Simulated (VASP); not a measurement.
Input of a VASP 6.6.1 run:

File INCAR:

```
SYSTEM = CaB2
PREC = Accurate
ENCUT = 520
EDIFF = 1E-6
ISMEAR = -1
SIGMA = 0.05
LREAL = .FALSE.
LASPH = .TRUE.
NELM = 100
ALGO = Normal
ISIF = 2
LWAVE = .FALSE.
LCHARG = .FALSE.
GGA = PE
NBANDS = 15
```

The input KPOINTS:

```
regular mesh
0
G
  5 5 4
  0 0 0
```

The input POSCAR:

```
CaB2
1.0
    3.2264302843      0.0000000000      0.0000000000
   -1.6132151421      2.7941705897      0.0000000000
    0.0000000000      0.0000000000      4.0673920000
Ca B
1 2
Direct
    0.0000000000      0.0000000000      0.0000000000
    0.6666666667      0.3333333333      0.5000000000
    0.3333333333      0.6666666667      0.5000000000
```

Potentials or basis: VASP PAW PBE potentials, release 64 (Ca_sv, B).

Launch:

```console
$ cat potpaw_PBE.64/Ca_sv/POTCAR potpaw_PBE.64/B/POTCAR > POTCAR
$ mpirun -np 1 vasp_std > vasp.out
```

(1) Estimate the band gap on the k mesh.

(2) Estimate the pressure.

Answers

(1) zero (band 8 reaches 5.63 eV, above the bottom of band 9 at 4.20 eV).

(2) 0.0 GPa.

Caveat: the k points lie up to 0.45 Å⁻¹ apart.
